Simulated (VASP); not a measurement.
Crystal: LuCd3O2.

```xyz
6
Lattice="5.7804 0.0000 0.0000 -2.8902 5.0059 0.0000 0.0000 0.0000 3.8259" Properties=species:S:1:pos:R:3 pbc="T T T"
Lu    0.0000    0.0000    0.0000
Cd    2.8902    0.0000    1.9129
Cd   -1.4451    2.5030    1.9129
Cd    1.4451    2.5030    1.9129
O     2.8902    1.6686    0.0000
O     0.0000    3.3373    0.0000
```

The cell was generated, and may not be a known phase.

```yaml
Program: VASP 6.6.1
Task: relaxation of cell and atoms
Functional: PBE
Potentials_or_basis: VASP PAW PBE potentials, release 64 (Lu, Cd, O)
Cutoff: 600 eV
k_mesh: 6 × 6 × 10
Occupations: gaussian, width 0.1 eV
Spin: no spin polarisation
```

At the start: pressure -3.6 GPa; volume 18.45 Å³/atom.

Q: How do energy, volume and symmetry change on relaxing?

A: Over 9 steps the energy falls by 20.0 meV/atom and the volume is 17.86 Å³/atom (-3.2 %); space group P6/mmm (No. 191, to 0.1 Å) before and after.

The path:
```tsv
step	energy change (eV)	largest force (eV/Å)	pressure (GPa)	volume (Å³)
1	0.0000	0.0000	-3.59	110.71
2	-0.0725	0.0000	1.66	104.20
3	-0.0767	0.0000	0.55	105.37
4	-0.0918	0.0000	0.47	105.66
5	-0.1177	0.0000	0.39	106.45
6	-0.1191	0.0000	0.36	106.69
7	-0.1192	0.0000	0.34	106.67
8	-0.1191	0.0000	-0.46	107.68
9	-0.1198	0.0000	-0.08	107.19
```

Final structure:
```
CELL_PARAMETERS angstrom
5.88800 0.00000 0.00000
-2.94400 5.09916 0.00000
0.00000 0.00000 3.57004
ATOMIC_POSITIONS crystal
Lu 0.00000 0.00000 0.00000
Cd 0.50000 0.00000 0.50000
Cd 0.00000 0.50000 0.50000
Cd 0.50000 0.50000 0.50000
O 0.66667 0.33333 0.00000
O 0.33333 0.66667 0.00000
```
